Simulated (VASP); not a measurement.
A run of VASP 6.6.1 is set up as follows.

Contents of INCAR:

```
SYSTEM = HfSbAu4
ALGO = Fast
EDIFF = 1E-7
ENCUT = 520
GGA = PE
ISIF = 2
ISMEAR = 0
LASPH = .True.
LCHARG = .False.
LREAL = .False.
LWAVE = .False.
NBANDS = 38
NELM = 80
PREC = Accurate
SIGMA = 0.1
```

KPOINTS

```
k-points
0
Gamma
  4 4 4
  0 0 0
```

POSCAR

```
HfSbAu4
1.0
    0.0000000000      3.9304477613      3.9304477613
    3.9304477613      0.0000000000      3.9304477613
    3.9304477613      3.9304477613      0.0000000000
Hf Sb Au
1 1 4
Direct
    0.5000000000      0.5000000000      0.5000000000
    0.7500000000      0.7500000000      0.7500000000
    0.1254450778      0.1254450778      0.1254450778
    0.1254450778      0.1254450778      0.6236647667
    0.1254450778      0.6236647667      0.1254450778
    0.6236647667      0.1254450778      0.1254450778
```

Potentials or basis: VASP PAW PBE potentials, release 64 (Hf_pv, Sb, Au).

The run is started by

```bash
$ cat potpaw_PBE.64/Hf_pv/POTCAR potpaw_PBE.64/Sb/POTCAR potpaw_PBE.64/Au/POTCAR > POTCAR
$ mpirun -np 1 vasp_std > vasp.out
```

Q: What does it give for the pressure?

A: -0.5 GPa.

Forces on the atoms (eV/Å):
```
Hf   0.000  0.000  0.000
Sb   0.000  0.000  0.000
Au   0.001  0.001  0.001
Au  -0.001 -0.001  0.001
Au  -0.001  0.001 -0.001
Au   0.001 -0.001 -0.001
```
